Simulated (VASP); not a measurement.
# SnO in VASP: single point with PBE+D3(BJ)

Aim: the single point of SnO with PBE+D3(BJ).

Program: VASP 6.6.1. These are calculated values, not measurements. Logs are shortened: lines on timing, memory, paths and dates and some standing lists are left out, and cuts for length are marked.

## 1. The cell of the first run

The cell holds a slab with vacuum, 8 atoms: a = 3.820 Å, b = 3.820 Å, c = 22.226 Å, α = 90.00°, β = 90.00°, γ = 90.00°.

## 2. Single point, PBE+D3(BJ)

INCAR

```
SYSTEM = SnO
  PREC = Accurate
  ENCUT = 520
  EDIFF = 1E-6
  ISMEAR = 0
  SIGMA = 0.05
  LREAL = .FALSE.
  LASPH = .TRUE.
  NELM = 60
  ALGO = Normal
  ISIF = 2
  LWAVE = .FALSE.
  LCHARG = .TRUE.
  LDIPOL = .TRUE.
  IDIPOL = 3
  DIPOL = 0.5 0.5 0.404
  GGA = PE
  IVDW = 12
  LELF = .TRUE.
  LVHAR = .TRUE.
  LVACPOTAV = .TRUE.
  NBANDS = 50
```

KPOINTS

```
regular mesh
0
G
  7 7 1
  0 0 0
```

POSCAR

```
SnO
1.0
    3.8201629585      0.0000000000      0.0000000000
    0.0000000000      3.8201629585      0.0000000000
    0.0000000000      0.0000000000     22.2260830948
Sn O
4 4
Direct
    0.7500000000      0.2500000000      0.2024648239
    0.2500000000      0.7500000000      0.3087832219
    0.2500000000      1.1250000000      0.5000000000
    0.7500000000      0.6250000000      0.6063183980
    0.2500000000      0.2500000000      0.2556240229
    0.7500000000      0.7500000000      0.2556240229
    0.7500000000      1.1250000000      0.5531591990
    0.2500000000      0.6250000000      0.5531591990
```

Potentials or basis: VASP PAW PBE potentials, release 64 (Sn_d, O).

The run is started by

```bash
> cat potpaw_PBE.64/Sn_d/POTCAR potpaw_PBE.64/O/POTCAR > POTCAR
> mpirun -np 1 vasp_std > vasp.out
```

OUTCAR:

```text
SYSTEM = SnO
   PREC = Accurate
   ENCUT = 520
   EDIFF = 1E-6
   ISMEAR = 0
   LREAL = .FALSE.
   LASPH = .TRUE.
   NELM = 60
   ISIF = 2
   GGA = PE
   IVDW = 12
 IVDW          = 12

 ion  position               nearest neighbor table
   1  0.750  0.250  0.202-   5 2.25   6 2.25   6 2.25   5 2.25   2 3.59   2 3.59   2 3.59   2 3.59

   2  0.250  0.750  0.309-   5 2.25   6 2.25   5 2.25   6 2.25   1 3.59   1 3.59   1 3.59   1 3.59

   3  0.250  0.125  0.500-   7 2.25   8 2.25   8 2.25   7 2.25   4 3.59   4 3.59   4 3.59   4 3.59

   4  0.750  0.625  0.606-   7 2.25   8 2.25   7 2.25   8 2.25   3 3.59   3 3.59   3 3.59   3 3.59

   5  0.250  0.250  0.256-   1 2.25   2 2.25   2 2.25   1 2.25
   6  0.750  0.750  0.256-   1 2.25   2 2.25   1 2.25   2 2.25
   7  0.750  0.125  0.553-   3 2.25   4 2.25   4 2.25   3 2.25
   8  0.250  0.625  0.553-   3 2.25   4 2.25   3 2.25   4 2.25

  LATTYP: Found a simple tetragonal cell.
 ALAT       =     3.8201629585
 C/A-ratio  =     5.8180981639

  Lattice vectors:

 A1 = (   3.8201629585,   0.0000000000,   0.0000000000)
 A2 = (   0.0000000000,   3.8201629585,   0.0000000000)
 A3 = (   0.0000000000,   0.0000000000,  22.2260830948)

Analysis of symmetry for initial positions (statically):
=====================================================================
 Subroutine PRICEL returns:
 Original cell was already a primitive cell.

 Routine SETGRP: Setting up the symmetry group for a
 simple tetragonal supercell.

 Subroutine GETGRP returns: Found  4 space group operations
 (whereof  1 operations were pure point group operations)
 out of a pool of 16 trial point group operations.

The static configuration has the point symmetry C_1 .
 The point group associated with its full space group is C_2h.

Analysis of symmetry for dynamics (positions and initial velocities):
=====================================================================
 Subroutine PRICEL returns:
 Original cell was already a primitive cell.

 Routine SETGRP: Setting up the symmetry group for a
 simple tetragonal supercell.

 Subroutine GETGRP returns: Found  4 space group operations
 (whereof  1 operations were pure point group operations)
 out of a pool of 16 trial point group operations.

The dynamic configuration has the point symmetry C_1 .
 The point group associated with its full space group is C_2h.

 Subroutine INISYM returns: Found  4 space group operations
[... 108 lines left out ...]
   POTIM  = 0.5000    time-step for ionic-motion
   TEBEG  =    0.0;   TEEND  =   0.0 temperature during run
   PSTRESS=    0.0 pullay stress
   NELECT =      80.0000    total number of electrons
   NUPDOWN=      -1.0000    fix difference up-down
   EMIN   =  10.00;   EMAX   =-10.00  energy-range for DOS
   EFERMI =   0.00;   METHOD = LEGACY
   ISMEAR =     0;   SIGMA  =   0.05  broadening in eV -4-tet -1-fermi 0-gaus
   EFERMI_NEDOS =   21; number of points for ismear=-14 and -15
   IALGO  =     38    algorithm
   IMIX   =      4    mixing-type and parameters
     AMIX     =   0.40;   BMIX     =  1.00
     AMIX_MAG =   1.60;   BMIX_MAG =  1.00
  volume/ion in A,a.u.               =      40.54       273.61
  Fermi-wavevector in a.u.,A,eV,Ry     =   1.026666  1.940118 14.341132  1.054043
  Thomas-Fermi vector in A             =   2.160571
   LORBIT       =      0    0 simple, 1 ext, 2 COOP (PROOUT), +10 PAW based schemes
   GGA     = PE    functional components
   LHFCALC =     F    Hartree Fock is set to
   AEXX    =    0.0000 exact exchange contribution
   IVDW    =    12    specifies the selected vdW correction
   LEPSILON=     F    determine dielectric tensor
   LRPA    =     F    only Hartree local field effects (RPA)
 non-spin polarized calculation
 Gauss-broadening in eV      SIGMA  =   0.05
  energy-cutoff  :      520.00
  volume of cell :      324.36
 maximum number of plane-waves:      8769
   NGX = 15   NGY = 15   NGZ = 83

 dipolmoment           0.000000      0.000000      0.000032 electrons x Angstroem

 number of electron      79.9999970 magnetization

 dipolmoment           0.000000      0.000000     -0.000011 electrons x Angstroem

 Free energy of the ion-electron system (eV)
  ---------------------------------------------------
  ext. energy  EPLUGINS =         0.00000000
  ---------------------------------------------------
  free energy    TOTEN  =       -45.16603887 eV

  energy without entropy =      -45.16603887  energy(sigma->0) =      -45.16603887

 E-fermi :   0.0575     XC(G=0):  -5.3273

 val. band max:       -0.2161323297   @ k =   0.1429   0.1429   0.0000
 cond. band min:       2.2849125201   @ k =   0.4286   0.0000   0.0000
 fundamental gap:      2.5010448499
 Fermi energy:         0.0575021121

 k-point     1 :       0.0000    0.0000    0.0000
  band No.  band energies     occupation
      1     -21.0521      2.00000
      2     -21.0520      2.00000
      3     -20.6914      2.00000
      4     -20.6914      2.00000
      5     -20.6539      2.00000
      6     -20.6535      2.00000
[... 837 lines left out ...]
     49       6.2556      0.00000
     50       6.3151      0.00000

------------------------ aborting loop because EDIFF is reached ----------------------------------------

 Edisp (eV)   -1.23372

 E8    (eV) :    -0.5454

  FORCE on cell =-STRESS in cart. coord.  units (eV):
  Direction    XX          YY          ZZ          XY          YZ          ZX
  --------------------------------------------------------------------------------------
  -------------------------------------------------------------------------------------
  Total       0.16838     0.23006    -0.04312     0.00000     0.15817     0.00000
  in kB       0.83170     1.13640    -0.21301     0.00000     0.78129     0.00000
  external pressure =        0.59 kB  Pullay stress =        0.00 kB

 VOLUME and BASIS-vectors are now :
 -----------------------------------------------------------------------------
  energy-cutoff  :      520.00
  volume of cell :      324.36
      direct lattice vectors                 reciprocal lattice vectors
     3.820162959  0.000000000  0.000000000     0.261768938  0.000000000  0.000000000
     0.000000000  3.820162959  0.000000000     0.000000000  0.261768938  0.000000000
     0.000000000  0.000000000 22.226083095     0.000000000  0.000000000  0.044992183

 POSITION                                       TOTAL-FORCE (eV/Angst)
 -----------------------------------------------------------------------------------
      2.86512      0.95504      4.50000         0.000000     -0.002990     -0.082752
      0.95504      2.86512      6.86304         0.000000     -0.016882      0.128366
      0.95504      0.47752     11.11304         0.000000      0.016882     -0.128366
      2.86512      2.38760     13.47608         0.000000      0.002990      0.082752
      0.95504      0.95504      5.68152         0.000000     -0.014910      0.005609
      2.86512      2.86512      5.68152         0.000000      0.005871      0.006112
      2.86512      0.47752     12.29456         0.000000     -0.005871     -0.006112
      0.95504      2.38760     12.29456         0.000000      0.014910     -0.005609
 -----------------------------------------------------------------------------------
    total drift:                                0.000000     -0.000000     -0.000575

  FREE ENERGIE OF THE ION-ELECTRON SYSTEM (eV)
  ---------------------------------------------------
  free  energy   TOTEN  =       -46.3997546922 eV

  energy  without entropy=      -46.3997546922  energy(sigma->0) =      -46.39975469

 vacuum level on the upper side and lower side of the slab         4.931         4.931
```

It took 3.4 min on 1 thread of Intel Xeon 6975P-C (Granite Rapids), shared host; peak memory 0.44 GiB.

What came out:

```
Free energy                : -46.3998 eV
Largest force              : 0.129 eV/Å
Band gap on the k mesh     : 2.50 eV, indirect (least direct gap 2.58 eV)
Dispersion energy per atom : -0.154 eV
```

Forces in eV/Å, atoms in the order of the input:
```
Sn   0.000 -0.003 -0.083
Sn   0.000 -0.017  0.128
Sn   0.000  0.017 -0.128
Sn   0.000  0.003  0.083
O    0.000 -0.015  0.006
O    0.000  0.006  0.006
O    0.000 -0.006 -0.006
O    0.000  0.015 -0.006
```

Caveat: spin-orbit coupling is left out, which moves the levels of the heavy elements.
